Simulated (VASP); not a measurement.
Input of a VASP 6.6.1 run:

INCAR

```
SYSTEM = Si
PREC = Accurate
ENCUT = 520
EDIFF = 1E-7
ISMEAR = 0
SIGMA = 0.05
LREAL = .False.
LASPH = .True.
NELM = 100
ALGO = Normal
ISIF = 2
LWAVE = .False.
LCHARG = .False.
NBANDS = 11
```

Contents of KPOINTS:

```
Automatic mesh
0
Gamma
  12 12 12
  0 0 0
```

The input POSCAR:

```
Si
1.0
    0.0000000000      2.7368965350      2.7009735863
    2.7368965350      0.0000000000      2.7009735863
    2.7368965350      2.7368965350      0.0000000000
Si
2
Direct
    0.5111071060      0.4888928940      0.4888928940
    0.7388928940      0.7611071060      0.7611071060
```

Potentials or basis: VASP PAW LDA potentials, release 64 (Si).

Launch:

```bash
$ cat potpaw_LDA.64/Si/POTCAR > POTCAR
$ mpirun -np 1 vasp_std > vasp.out
```

(1) Estimate the largest force.

(2) Predict the band gap on the k mesh.

(3) What does it give for the pressure?

## Answers

(1) 1.522 eV/Å.

(2) zero (band 4 reaches 6.26 eV, above the bottom of band 5 at 6.03 eV).

(3) -1.9 GPa.

Caveat: forces of over 1 eV/Å act on the atoms, so gaps and moduli don't describe the material at rest.
